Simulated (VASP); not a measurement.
A run of VASP 6.6.1:

Contents of INCAR:

```
  PREC = Accurate
  ENCUT = 600
  EDIFF = 1E-7
  ISMEAR = -1
  SIGMA = 0.15
  LREAL = F
  LASPH = T
  NELM = 150
  ALGO = Normal
  ISIF = 3
  LWAVE = F
  LCHARG = F
  ISPIN = 2
  MAGMOM = 0 1.5
  LORBIT = 11
  LMAXMIX = 4
  GGA = PS
  IBRION = 2
  NSW = 60
  EDIFFG = -0.01
```

Contents of KPOINTS:

```
Automatic mesh
0
Gamma
  10 10 10
```

Contents of POSCAR:

```
TiNi
1.0
    2.9880660000      0.0000000000      0.0000000000
    0.0000000000      2.9880660000      0.0000000000
    0.0000000000      0.0000000000      2.9880660000
Ti Ni
1 1
Direct
    0.5000000000      0.5000000000      0.5000000000
    0.0000000000      0.0000000000      0.0000000000
```

Potentials or basis: VASP PAW PBE potentials, release 64 (Ti_sv, Ni).

Command:

```console
$ cat potpaw_PBE.64/Ti_sv/POTCAR potpaw_PBE.64/Ni/POTCAR > POTCAR
$ mpirun -np 1 vasp_std > vasp.out
```

Hardware: 1 thread of Intel(R) Xeon(R) 6975P-C (Granite Rapids), with other jobs on the host.

Task: Estimate the wall time of this run.

Result: It took 65 s on 1 thread of Intel(R) Xeon(R) 6975P-C (Granite Rapids), with other jobs on the host, peak memory 0.18 GiB. Counts: scf iterations 39, k points 56, ion steps 3.
